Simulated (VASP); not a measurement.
Set up this calculation in VASP 6.6.1, as the native input.

- Task: single point
- Functional: LDA
- Potentials or basis: VASP PAW LDA potentials, release 64 (Nb_sv, Au)
- Cutoff: 520 eV
- k mesh: 7 × 7 × 11
- Occupations: fermi-dirac, width 0.1 eV
- Spin: no spin polarisation
- Dipole correction: no
- Further INCAR settings: ALGO = Normal; EDIFF = 1e-07; NBANDS = 24

The structure of NbAu2 lies in POSCAR:

```
NbAu2
1.0
    4.6706648516      0.0000000000      0.0000000000
   -2.3353324258      4.0449173406      0.0000000000
    0.0000000000      0.0000000000      2.7557935784
Nb Au
1 2
Direct
    0.0000000000      0.0000000000      0.0000000000
    0.3333333333      0.6666666667      0.5000000000
    0.6666666667      0.3333333333      0.5000000000
```

One way to write it, as run:

INCAR

```
SYSTEM = NbAu2
ALGO = Normal
EDIFF = 1E-7
ENCUT = 520
GGA = CA
ISIF = 2
ISMEAR = -1
LASPH = .True.
LCHARG = .False.
LREAL = .False.
LWAVE = .False.
NBANDS = 24
NELM = 100
PREC = Accurate
SIGMA = 0.1
```

KPOINTS

```
k-points
0
Gamma
  7 7 11
  0 0 0
```

Potentials or basis: VASP PAW LDA potentials, release 64 (Nb_sv, Au).

Command:

```console
$ cat potpaw_LDA.64/Nb_sv/POTCAR potpaw_LDA.64/Au/POTCAR > POTCAR
$ mpirun -np 1 vasp_std > vasp.out
```

It gave:

| Item | Value |
| --- | --- |
| Pressure | -10.0 GPa |

It took 47 s on 1 thread of Intel Xeon 6975P-C (shared host), peak memory 0.19 GiB.
